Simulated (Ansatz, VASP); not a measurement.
# Sn: VASP beside Ansatz

INCAR

```
PREC = Accurate
ENCUT = 520
EDIFF = 1E-6
ISMEAR = 0
SIGMA = 0.15
LREAL = False
LASPH = True
NELM = 100
ALGO = Fast
ISIF = 2
LWAVE = False
LCHARG = False
GGA = PS
NBANDS = 21
```

Contents of KPOINTS:

```
regular mesh
0
Gamma
  12 12 12
```

POSCAR

```
Sn
1.0
    0.0000000000      3.2456000000      3.0021800000
    3.2456000000      0.0000000000      3.0021800000
    3.2456000000      3.2456000000      0.0000000000
Sn
2
Direct
    0.5000000000      0.5000000000      0.5000000000
    0.7500000000      0.7500000000      0.7500000000
```

Input for Ansatz:

```yaml
crystal:
  lattice:
    - [0.0, 3.2456, 3.00218]
    - [3.2456, 0.0, 3.00218]
    - [3.2456, 3.2456, 0.0]
  atoms:
    - { symbol: Sn, position: [0.5, 0.5, 0.5] }
    - { symbol: Sn, position: [0.75, 0.75, 0.75] }
basis:
  ecutwfc: 420
kpoints:
  mp_grid: { grid: [12, 12, 12] }
hamiltonian:
  xc: pbesol
scf:
  occupations: { method: gaussian, width: 0.15 }
output:
  forces: true
  stress: true
  eigenvalues: true
```

Change from the starting cell: strain -0.0750 x Voigt [0, 0, 1, 0, 0, 0], atoms carried along.

Alike in both runs: task single point; functional PBEsol; k mesh 12 × 12 × 12; occupations gaussian, width 0.15 eV; no spin polarisation.

|  | VASP | Ansatz |
| --- | --- | --- |
| version | VASP 6.6.1 | Ansatz 0.2.0 |
| potentials or method | VASP PAW PBE potentials, release 64 (Sn_d), cutoff 520 eV | scalar-relativistic, plane waves, PAW |
| valence electrons in the cell | 28 | 28 |

Ansatz gave:

- gap on the k mesh at the Fermi level (eV): none
- pressure (GPa): 5.2
- traceless stress, the component that is largest in VASP (GPa): 1.25

**Question.** What did VASP give for the same quantities?

**Answer.** gap on the k mesh at the Fermi level (eV): none; pressure (GPa): 5.1; traceless stress, the component that is largest in VASP (GPa): 1.25.

VASP's potentials were made for PBE, not for PBEsol. A gap of «none» marks a metal or a gap that the smearing closes.
